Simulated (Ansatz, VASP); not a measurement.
## Cu4Mo: VASP beside Ansatz

```
CELL_PARAMETERS angstrom
-2.81589 2.81589 2.81589
2.81589 -2.81589 2.81589
2.81589 2.81589 -2.81589
ATOMIC_POSITIONS crystal
Cu 0.00000 0.00000 0.50000
Cu 0.00000 0.50000 0.00000
Cu 0.50000 0.00000 0.00000
Cu 0.50000 0.50000 0.50000
Mo 0.00000 0.00000 0.00000
```

Change from the starting cell: species swapped into the CrGa4 type (Im-3m, No. 229).

Alike in both runs: functional PBE; k mesh 10 × 10 × 10; occupations gaussian, width 0.1 eV; no spin polarisation.

Ansatz relaxed the structure, and its values are those at the end. VASP's run is a single point on that final structure, the one shown.

|  | VASP | Ansatz |
| --- | --- | --- |
| version | VASP 6.6.1 | Ansatz 0.2.0 |
| potentials or method | VASP PAW PBE potentials, release 64 (Cu, Mo_sv), cutoff 520 eV | scalar-relativistic, plane waves, PAW |
| valence electrons in the cell | 58 | 90 |

|  | VASP | Ansatz | Ansatz less VASP |
| --- | --- | --- | --- |
| gap on the k mesh at the Fermi level (eV) | none | none | - |
| pressure (GPa) | 0.4 | 0.0 | -0.38 |

A gap of «none» marks a metal or a gap that the smearing closes. With one functional, cell and mesh, what is left measures potentials, basis and numerics. VASP's potentials hold 58 valence electrons a cell and Ansatz's 90, so a difference there can come from the potentials and not from the codes.
